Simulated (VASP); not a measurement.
# Hg (P6_3/mmc) in VASP: notebook

Runs on Hg. Level: PBEsol. Tasks: single point.

Everything below comes from runs of VASP 6.6.1. Logs are shortened: lines on timing, memory, paths and dates and some standing lists are left out, and cuts for length are marked.

## (1) The cell of the first run

Symmetry: P6_3/mmc, No. 194, hexagonal system. The conventional cell has a = 3.442 Å, b = 3.442 Å, c = 11.062 Å, α = 90.00°, β = 90.00°, γ = 120.00°. Within 4.5 Å of Hg (site symmetry -3m) lie 12 Hg at 3.41 to 3.44 Å. Hg (site symmetry -6m2) has 12 Hg at 3.41 to 3.44 Å within 4.5 Å.

## (2) Single point, PBEsol

File INCAR:

```
SYSTEM = Hg
  ALGO = Normal
  EDIFF = 1E-6
  ENCUT = 520
  GGA = PS
  ISIF = 2
  ISMEAR = 1
  LASPH = .TRUE.
  LCHARG = .FALSE.
  LREAL = .FALSE.
  LWAVE = .FALSE.
  NBANDS = 32
  NELM = 80
  PREC = Accurate
  SIGMA = 0.3
```

File KPOINTS:

```
k-points
0
G
  9 9 3
  0 0 0
```

File POSCAR:

```
Hg
1.0
    3.4419410000      0.0000000000      0.0000000000
   -1.7209705000      2.9808083443      0.0000000000
    0.0000000000      0.0000000000     11.0623310000
Hg
4
Direct
    0.0000000000      0.0000000000      0.0000000000
    0.0000000000      0.0000000000      0.5000000000
    0.3333333333      0.6666666667      0.2500000000
    0.6666666667      0.3333333333      0.7500000000
```

Potentials or basis: VASP PAW PBE potentials, release 64 (Hg).

Command:

```
$ cat potpaw_PBE.64/Hg/POTCAR > POTCAR
$ mpirun -np 1 vasp_std > vasp.out
```

OUTCAR:

```text
SYSTEM = Hg
   EDIFF = 1E-6
   ENCUT = 520
   GGA = PS
   ISIF = 2
   ISMEAR = 1
   LASPH = .TRUE.
   LREAL = .FALSE.
   NELM = 80
   PREC = Accurate

 ion  position               nearest neighbor table
   1  0.000  0.000  0.000-   3 3.41   4 3.41   3 3.41   4 3.41   4 3.41   3 3.41
   2  0.000  0.000  0.500-   3 3.41   4 3.41   3 3.41   4 3.41   4 3.41   3 3.41
   3  0.333  0.667  0.250-   1 3.41   2 3.41   1 3.41   2 3.41   1 3.41   2 3.41
   4  0.667  0.333  0.750-   1 3.41   2 3.41   1 3.41   2 3.41   1 3.41   2 3.41

  LATTYP: Found a hexagonal cell.
 ALAT       =     3.4419410000
 C/A-ratio  =     3.2139804256

  Lattice vectors:

 A1 = (   3.4419410000,   0.0000000000,   0.0000000000)
 A2 = (  -1.7209705000,   2.9808083443,   0.0000000000)
 A3 = (   0.0000000000,   0.0000000000,  11.0623310000)

Analysis of symmetry for initial positions (statically):
=====================================================================
 Subroutine PRICEL returns:
 Original cell was already a primitive cell.

 Routine SETGRP: Setting up the symmetry group for a
 hexagonal supercell.

 Subroutine GETGRP returns: Found 24 space group operations
 (whereof 12 operations were pure point group operations)
 out of a pool of 24 trial point group operations.

The static configuration has the point symmetry D_3d.
 The point group associated with its full space group is D_6h.

Analysis of symmetry for dynamics (positions and initial velocities):
=====================================================================
 Subroutine PRICEL returns:
 Original cell was already a primitive cell.

 Routine SETGRP: Setting up the symmetry group for a
 hexagonal supercell.

 Subroutine GETGRP returns: Found 24 space group operations
 (whereof 12 operations were pure point group operations)
 out of a pool of 24 trial point group operations.

The dynamic configuration has the point symmetry D_3d.
 The point group associated with its full space group is D_6h.

 Subroutine INISYM returns: Found 24 space group operations
 (whereof 12 operations are pure point group operations),
 and found     1 'primitive' translations

----------------------------------------------------------------------------------------

                                     Primitive cell

  volume of cell :     113.4969

  direct lattice vectors                    reciprocal lattice vectors
     3.441941000  0.000000000  0.000000000     0.290533742  0.167739734  0.000000000
    -1.720970500  2.980808344  0.000000000     0.000000000  0.335479469  0.000000000
     0.000000000  0.000000000 11.062331000     0.000000000  0.000000000  0.090396861

  length of vectors
     3.441941000  3.441941000 11.062331000     0.335479469  0.335479469  0.090396861

  position of ions in fractional coordinates (direct lattice)
     0.000000000  0.000000000  0.000000000
     0.000000000  0.000000000  0.500000000
     0.333333333  0.666666667  0.250000000
     0.666666667  0.333333333  0.750000000

  ion indices of the primitive-cell ions
   primitive index   ion index
                 1           1
                 2           2
                 3           3
                 4           4

----------------------------------------------------------------------------------------

 KPOINTS: k-points

Automatic generation of k-mesh.
 Grid dimensions read from file:
 generate k-points for:    9    9    3

 Generating k-lattice:

  Cartesian coordinates                     Fractional coordinates (reciprocal lattice)
     0.032281527  0.018637748  0.000000000     0.111111111  0.000000000  0.000000000
     0.000000000  0.037275497  0.000000000     0.000000000  0.111111111  0.000000000
     0.000000000  0.000000000  0.030132287     0.000000000  0.000000000  0.333333333

  Length of vectors
     0.037275497  0.037275497  0.030132287

  Shift w.r.t. Gamma in fractional coordinates (k-lattice)
     0.000000000  0.000000000  0.000000000

 Subroutine IBZKPT returns following result:
 ===========================================

 Found     24 irreducible k-points:

 Following reciprocal coordinates:
            Coordinates               Weight
  0.000000  0.000000  0.000000      1.000000
  0.111111  0.000000  0.000000      6.000000
  0.222222 -0.000000  0.000000      6.000000
  0.333333  0.000000  0.000000      6.000000
  0.444444 -0.000000  0.000000      6.000000
  0.111111  0.111111  0.000000      6.000000
[... 16 lines left out ...]
  0.333333  0.222222  0.333333     24.000000
  0.333333  0.333333  0.333333      4.000000
   k-points           NKPTS =     24   k-points in BZ     NKDIM =     24   number of bands    NBANDS=     32
   number of dos      NEDOS =    301   number of ions     NIONS =      4
   total plane-waves  NPLWV =  65856
   dimension x,y,z NGX =    28 NGY =   28 NGZ =   84
   dimension x,y,z NGXF=    56 NGYF=   56 NGZF=  168
   ions per type =               4
   NGX,Y,Z   is equivalent  to a cutoff of  13.52, 13.52, 12.62 a.u.
   NGXF,Y,Z  is equivalent  to a cutoff of  27.05, 27.05, 25.25 a.u.
 SYSTEM =  Hg
   PREC   = accura    normal or accurate (medium, high low for compatibility)
   ISTART =      0    job   : 0-new  1-cont  2-samecut
   ICHARG =      2    charge: 1-file 2-atom 10-const
   ISPIN  =      1    spin polarized calculation?
   LNONCOLLINEAR =      F non collinear calculations
   LSORBIT =      F    spin-orbit coupling
   LASPH  =      T    aspherical Exc in radial PAW
   ENCUT  =  520.0 eV  38.22 Ry    6.18 a.u.   6.40  6.40 20.57*2*pi/ulx,y,z
   NELM   =     80;   NELMIN=  2; NELMDL= -5     # of ELM steps
   EDIFF  = 0.1E-05   stopping-criterion for ELM
   LREAL  =      F    real-space projection
   EDIFFG = 0.1E-04   stopping-criterion for IOM
   NSW    =      0    number of steps for IOM
   IBRION =     -1    ionic relax: 0-MD 1-quasi-New 2-CG
   NFREE  =      0    steps in history (QN), initial steepest desc. (CG)
   ISIF   =      2    stress and relaxation
   ISYM   =      2    0-nonsym 1-usesym 2-fastsym
   POTIM  = 0.5000    time-step for ionic-motion
   TEBEG  =    0.0;   TEEND  =   0.0 temperature during run
   PSTRESS=    0.0 pullay stress
   NELECT =      48.0000    total number of electrons
   NUPDOWN=      -1.0000    fix difference up-down
   EMIN   =  10.00;   EMAX   =-10.00  energy-range for DOS
   EFERMI =   0.00;   METHOD = LEGACY
   ISMEAR =     1;   SIGMA  =   0.30  broadening in eV -4-tet -1-fermi 0-gaus
   EFERMI_NEDOS =   21; number of points for ismear=-14 and -15
   IALGO  =     38    algorithm
   IMIX   =      4    mixing-type and parameters
     AMIX     =   0.40;   BMIX     =  1.00
     AMIX_MAG =   1.60;   BMIX_MAG =  1.00
  volume/ion in A,a.u.               =      28.37       191.48
  Fermi-wavevector in a.u.,A,eV,Ry     =   1.228836  2.322163 20.545308  1.510038
  Thomas-Fermi vector in A             =   2.363746
   LORBIT       =      0    0 simple, 1 ext, 2 COOP (PROOUT), +10 PAW based schemes
   GGA     = PS    functional components
   LHFCALC =     F    Hartree Fock is set to
   AEXX    =    0.0000 exact exchange contribution
   IVDW    =     0    specifies the selected vdW correction
   LEPSILON=     F    determine dielectric tensor
   LRPA    =     F    only Hartree local field effects (RPA)
 non-spin polarized calculation
 Methfessel and Paxton  Order N= 1 SIGMA  =   0.30
  energy-cutoff  :      520.00
  volume of cell :      113.50
 maximum number of plane-waves:      3097
 NGX is ok and might be reduce to    28
   NGX = 13   NGY = 13   NGZ = 41

 number of electron      48.0000000 magnetization

 Free energy of the ion-electron system (eV)
  ---------------------------------------------------
  ext. energy  EPLUGINS =         0.00000000
  ---------------------------------------------------
  free energy    TOTEN  =        -1.99564481 eV

  energy without entropy =       -2.00474845  energy(sigma->0) =       -1.99867936

 E-fermi :   0.7907     XC(G=0): -10.0564

 val. band max:        0.7671172460   @ k =   0.1111   0.0000   0.0000
 cond. band min:       0.8240618142   @ k =   0.2222   0.2222   0.0000
 fundamental gap:      0.0569445682
 Fermi energy:         0.7906512427

 k-point     1 :       0.0000    0.0000    0.0000
  band No.  band energies     occupation
      1      -6.4706      2.00000
      2      -5.8227      2.00000
      3      -5.6868      2.00000
      4      -5.6839      2.00000
      5      -5.2076      2.00000
      6      -5.2076      2.00000
[... 24 lines left out ...]
     31      13.0503      0.00000
     32      13.1019      0.00000

 k-point     2 :       0.1111    0.0000    0.0000
  band No.  band energies     occupation
      1      -6.2414      2.00000
      2      -5.7220      2.00000
      3      -5.5430      2.00000
      4      -5.5347      2.00000
      5      -5.2472      2.00000
      6      -5.2328      2.00000
[... 24 lines left out ...]
     31      11.0033      0.00000
     32      12.3914      0.00000

 k-point     3 :       0.2222   -0.0000    0.0000
  band No.  band energies     occupation
      1      -5.7487      2.00000
      2      -5.6032      2.00000
      3      -5.4384      2.00000
      4      -5.3994      2.00000
      5      -5.3586      2.00000
      6      -5.3222      2.00000
[... 24 lines left out ...]
     31       9.4971      0.00000
     32      10.3963      0.00000

 k-point     4 :       0.3333    0.0000    0.0000
  band No.  band energies     occupation
      1      -5.7318      2.00000
      2      -5.6914      2.00000
      3      -5.6451      2.00000
      4      -5.4883      2.00000
      5      -5.4857      2.00000
      6      -5.2967      2.00000
[... 24 lines left out ...]
     31       8.5369      0.00000
     32       9.1584      0.00000

 k-point     5 :       0.4444   -0.0000    0.0000
  band No.  band energies     occupation
      1      -5.8201      2.00000
      2      -5.7836      2.00000
      3      -5.7756      2.00000
      4      -5.5749      2.00000
      5      -5.5484      2.00000
      6      -5.3401      2.00000
[... 584 lines left out ...]
     31       7.2329      0.00000
     32       7.6317      0.00000

 k-point    22 :       0.2222    0.2222    0.3333
  band No.  band energies     occupation
      1      -5.5606      2.00000
      2      -5.5414      2.00000
      3      -5.4861      2.00000
      4      -5.4690      2.00000
      5      -5.3339      2.00000
      6      -5.3115      2.00000
[... 24 lines left out ...]
     31       7.2744      0.00000
     32       7.5739      0.00000

 k-point    23 :       0.3333    0.2222    0.3333
  band No.  band energies     occupation
      1      -5.6012      2.00000
      2      -5.5905      2.00000
      3      -5.4798      2.00000
      4      -5.4610      2.00000
      5      -5.3922      2.00000
      6      -5.3484      2.00000
[... 24 lines left out ...]
     31       6.1101     -0.00000
     32       7.2269      0.00000

 k-point    24 :       0.3333    0.3333    0.3333
  band No.  band energies     occupation
      1      -5.5679      2.00000
      2      -5.5679      2.00000
      3      -5.4782      2.00000
      4      -5.3853      2.00000
      5      -5.2881      2.00000
      6      -5.2881      2.00000
[... 24 lines left out ...]
     31       5.3523     -0.00000
     32       5.3523     -0.00000

------------------------ aborting loop because EDIFF is reached ----------------------------------------

  FORCE on cell =-STRESS in cart. coord.  units (eV):
  Direction    XX          YY          ZZ          XY          YZ          ZX
  --------------------------------------------------------------------------------------
  -------------------------------------------------------------------------------------
  Total       -1.7215343     -1.7215343     -1.8341614      0.0000000     -0.0000000     -0.0000000
  in kB      -24.3020075    -24.3020075    -25.8919057      0.0000000     -0.0000000     -0.0000000
  external PRESSURE =     -24.8319736 kB  Pullay stress =       0.0000000 kB

 VOLUME and BASIS-vectors are now :
 -----------------------------------------------------------------------------
  energy-cutoff  :      520.00
  volume of cell :      113.50
      direct lattice vectors                 reciprocal lattice vectors
     3.441941000  0.000000000  0.000000000     0.290533742  0.167739734  0.000000000
    -1.720970500  2.980808344  0.000000000     0.000000000  0.335479469  0.000000000
     0.000000000  0.000000000 11.062331000     0.000000000  0.000000000  0.090396861

 POSITION                                       TOTAL-FORCE (eV/Angst)
 -----------------------------------------------------------------------------------
      0.00000      0.00000      0.00000         0.000000      0.000000      0.000000
      0.00000      0.00000      5.53117         0.000000      0.000000      0.000000
     -0.00000      1.98721      2.76558         0.000000      0.000000     -0.000000
      1.72097      0.99360      8.29675        -0.000000     -0.000000      0.000000
 -----------------------------------------------------------------------------------
    total drift:                                0.000000     -0.000000      0.000000

  FREE ENERGIE OF THE ION-ELECTRON SYSTEM (eV)
  ---------------------------------------------------
  free  energy   TOTEN  =        -1.9956448127 eV

  energy  without entropy=       -2.0047484537  energy(sigma->0) =       -1.99867936
```

Wall time 45 s (1 thread of Intel Xeon Platinum 8488C (Sapphire Rapids), shared host); peak memory 0.27 GiB.

Results:

| Property | Result |
| --- | --- |
| Free energy | -1.9956 eV |
| Pressure | -2.5 GPa |
| Band gap on the k mesh | zero (band 24 reaches 0.82 eV, above the bottom of band 25 at 0.38 eV) |

Stress tensor (GPa, compression positive):
```
-2.43  0.00  0.00
 0.00 -2.43  0.00
 0.00  0.00 -2.59
```

Caveat: the PAW data sets were made with another functional, which shifts forces and pressure a little; spin-orbit coupling is left out, which moves the levels of the heavy elements.

## (3) Single point, PBEsol

File INCAR:

```
SYSTEM = Hg
  PREC = Accurate
  ENCUT = 520
  EDIFF = 1E-6
  ISMEAR = 1
  SIGMA = 0.2
  LREAL = .False.
  LASPH = .True.
  NELM = 60
  ALGO = Normal
  ISIF = 2
  LWAVE = .False.
  LCHARG = .True.
  GGA = PS
  LELF = .True.
  LVHAR = .True.
  NBANDS = 32
```

File KPOINTS:

```
regular mesh
0
Gamma
  9 9 3
  0 0 0
```

POSCAR is that of step 2.

Potentials or basis: VASP PAW PBE potentials, release 64 (Hg).

Command:

```
$ cat potpaw_PBE.64/Hg/POTCAR > POTCAR
$ mpirun -np 1 vasp_std > vasp.out
```

It took 46 s on 1 thread of Intel Xeon Platinum 8488C (Sapphire Rapids), shared host; peak memory 0.27 GiB.

The run converged. Its results:

| Quantity | Value |
| --- | --- |
| Free energy | -1.9975 eV |
| Pressure | -2.5 GPa |
| Band gap on the k mesh | zero (band 24 reaches 0.82 eV, above the bottom of band 25 at 0.38 eV) |

Stress tensor (GPa, compression positive):
```
-2.45  0.00  0.00
 0.00 -2.45  0.00
 0.00  0.00 -2.59
```

Levels at points of the mesh, in eV from the Fermi level:
```tsv
k point	band 22	band 23	band 24	band 25	band 26	band 27
(0.00, 0.00, 0.00)	-5.20	-5.20	-1.35	-0.42	6.42	6.43
```

Caveat: the PAW data sets were made with another functional, which shifts forces and pressure a little; spin-orbit coupling is left out, which moves the levels of the heavy elements.

## (4) Single point, PBEsol

File INCAR:

```
SYSTEM = Hg
PREC = Accurate ; ENCUT = 520
EDIFF = 1E-6 ; ISMEAR = 1
SIGMA = 0.1 ; LREAL = .False.
LASPH = .True. ; NELM = 80
ALGO = Normal ; ISIF = 2
LWAVE = .False. ; LCHARG = .True.
GGA = PS ; LELF = .True.
LVHAR = .True. ; NBANDS = 32
```

File KPOINTS:

```
Automatic mesh
0
Gamma
  9 9 3
  0 0 0
```

POSCAR is that of step 3.

Potentials or basis: VASP PAW PBE potentials, release 64 (Hg).

Command:

```
$ cat potpaw_PBE.64/Hg/POTCAR > POTCAR
$ mpirun -np 1 vasp_std > vasp.out
```

OUTCAR:

```text
SYSTEM = Hg
   PREC = Accurate
   ENCUT = 520
   EDIFF = 1E-6
   ISMEAR = 1
   LREAL = .False.
   LASPH = .True.
   NELM = 80
   ISIF = 2
   GGA = PS

 ion  position               nearest neighbor table
   1  0.000  0.000  0.000-   3 3.41   4 3.41   3 3.41   4 3.41   4 3.41   3 3.41
   2  0.000  0.000  0.500-   3 3.41   4 3.41   3 3.41   4 3.41   4 3.41   3 3.41
   3  0.333  0.667  0.250-   1 3.41   2 3.41   1 3.41   2 3.41   1 3.41   2 3.41
   4  0.667  0.333  0.750-   1 3.41   2 3.41   1 3.41   2 3.41   1 3.41   2 3.41

  LATTYP: Found a hexagonal cell.
[... 1040 lines left out ...]
  --------------------------------------------------------------------------------------
  -------------------------------------------------------------------------------------
  Total       -1.7445736     -1.7445736     -1.8013897      0.0000000      0.0000000      0.0000000
  in kB      -24.6272403    -24.6272403    -25.4292845      0.0000000      0.0000000      0.0000000
  external PRESSURE =     -24.8945883 kB  Pullay stress =       0.0000000 kB

 VOLUME and BASIS-vectors are now :
 -----------------------------------------------------------------------------
  energy-cutoff  :      520.00
  volume of cell :      113.50
      direct lattice vectors                 reciprocal lattice vectors
     3.441941000  0.000000000  0.000000000     0.290533742  0.167739734  0.000000000
    -1.720970500  2.980808344  0.000000000     0.000000000  0.335479469  0.000000000
     0.000000000  0.000000000 11.062331000     0.000000000  0.000000000  0.090396861

 POSITION                                       TOTAL-FORCE (eV/Angst)
 -----------------------------------------------------------------------------------
      0.00000      0.00000      0.00000         0.000000      0.000000     -0.000000
      0.00000      0.00000      5.53117         0.000000      0.000000     -0.000000
     -0.00000      1.98721      2.76558        -0.000000      0.000000     -0.000000
      1.72097      0.99360      8.29675         0.000000     -0.000000      0.000000
 -----------------------------------------------------------------------------------
    total drift:                                0.000000     -0.000000      0.000000

  FREE ENERGIE OF THE ION-ELECTRON SYSTEM (eV)
  ---------------------------------------------------
  free  energy   TOTEN  =        -1.9961877343 eV

  energy  without entropy=       -1.9947922119  energy(sigma->0) =       -1.99572256
```

Run time: 45 s. Hardware: 1 thread of Intel Xeon Platinum 8488C (Sapphire Rapids), shared host; peak memory 0.26 GiB.

What came out:

```yaml
Free_energy: -1.9962 eV
Pressure: -2.5 GPa
Band_gap_on_the_k_mesh: zero (band 24 reaches 0.82 eV, above the bottom of band 25 at 0.38 eV)
```

Caveat: the PAW data sets were made with another functional, which shifts forces and pressure a little; spin-orbit coupling is left out, which moves the levels of the heavy elements.

(Part 1 of 2 ends here.)
